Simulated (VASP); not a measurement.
Wanted: the native input for a VASP 6.6.1 run.

```
Task                   : single point
Functional             : PBE
Potentials or basis    : VASP PAW PBE potentials, release 64 (Mg, S)
Cutoff                 : 520 eV
k mesh                 : 8 × 8 × 8
Occupations            : gaussian, width 0.05 eV
Spin                   : no spin polarisation
Dipole correction      : no
Further INCAR settings : ALGO = Normal; EDIFF = 1e-07; NBANDS = 11
```

The structure of MgS lies in POSCAR:

```
MgS
1.0
    0.0000000000      2.6016500000      2.6016500000
    2.6016500000      0.0000000000      2.6016500000
    2.6016500000      2.6016500000      0.0000000000
Mg S
1 1
Direct
    0.0000000000      0.0000000000      0.0101921874
    0.5000000000      0.5000000000      0.5000000000
```

This cell differs from its parent crystal: all Mg atoms moved +0.037 Å, as atom 1 along Cartesian [1 1 0].

These files were run (other wordings do the same):

INCAR

```
PREC     = Accurate       # precision mode
ENCUT    = 520            # plane-wave cutoff, eV
EDIFF    = 1E-7           # SCF threshold, eV
ISMEAR   = 0              # smearing method
SIGMA    = 0.05           # smearing width, eV
LREAL    = False          # projectors in reciprocal space
LASPH    = True           # aspherical terms in the spheres
NELM     = 100            # most SCF steps
ALGO     = Normal         # electronic algorithm
ISIF     = 2              # what is computed and relaxed
LWAVE    = False          # write WAVECAR
LCHARG   = False          # write CHGCAR
GGA      = PE             # functional
NBANDS   = 11             # bands
```

KPOINTS

```
regular mesh
0
Gamma
  8 8 8
```

Potentials or basis: VASP PAW PBE potentials, release 64 (Mg, S).

Run with:

```bash
$ cat potpaw_PBE.64/Mg/POTCAR potpaw_PBE.64/S/POTCAR > POTCAR
$ mpirun -np 1 vasp_std > vasp.out
```

Results of the run:

```yaml
Pressure: 0.9 GPa
Largest_force: 0.105 eV/Å
Band_gap_on_the_k_mesh: 2.78 eV, indirect (least direct gap 3.71 eV)
```

Caveat: the cell differs from its parent crystal (all Mg atoms moved +0.037 Å, as atom 1 along Cartesian [1 1 0]).

Run time: 62 s on 1 thread of Intel Xeon 8259CL (shared host), peak memory 0.18 GiB.
